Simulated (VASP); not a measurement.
A run of VASP 6.6.1 is set up as follows.

The input INCAR:

```
PREC = Accurate
ENCUT = 520
EDIFF = 1E-6
ISMEAR = -1
SIGMA = 0.08
LREAL = F
LASPH = T
NELM = 60
ALGO = Normal
ISIF = 2
LWAVE = F
LCHARG = F
LDIPOL = T
IDIPOL = 3
DIPOL = 0.5 0.5 0.500
GGA = PS
NBANDS = 43
```

File KPOINTS:

```
regular mesh
0
Gamma
  13 13 1
```

The input POSCAR:

```
Mo
1.0
    2.7101533902      0.0000000000      0.0000000000
   -0.9033844634      2.5551571203      0.0000000000
    0.0000000000      0.0000000000     24.8513000000
Mo
5
Direct
    0.0000000000      0.0000000000      0.3255912990
    0.5000000000      0.5000000000      0.4104906717
    0.0000000000      0.0000000000      0.4999999993
    0.5000000000      0.5000000000      0.5895093296
    0.0000000000      0.0000000000      0.6744087003
```

Potentials or basis: VASP PAW PBE potentials, release 64 (Mo_sv).

The run is started by

```console
$ cat potpaw_PBE.64/Mo_sv/POTCAR > POTCAR
$ mpirun -np 1 vasp_std > vasp.out
```

Question: What does it give for the largest force?

Answer: 0.031 eV/Å.

Question: Predict the band gap on the k mesh.

Answer: Zero (bands 35 and 36 overlap by 2.30 eV).

Forces on the atoms (eV/Å):
```
Mo   0.000  0.000 -0.031
Mo   0.000  0.000  0.006
Mo   0.000  0.000  0.000
Mo   0.000  0.000 -0.006
Mo   0.000  0.000  0.031
```

Caveat: the PAW data sets were made with another functional, which shifts forces and pressure a little.
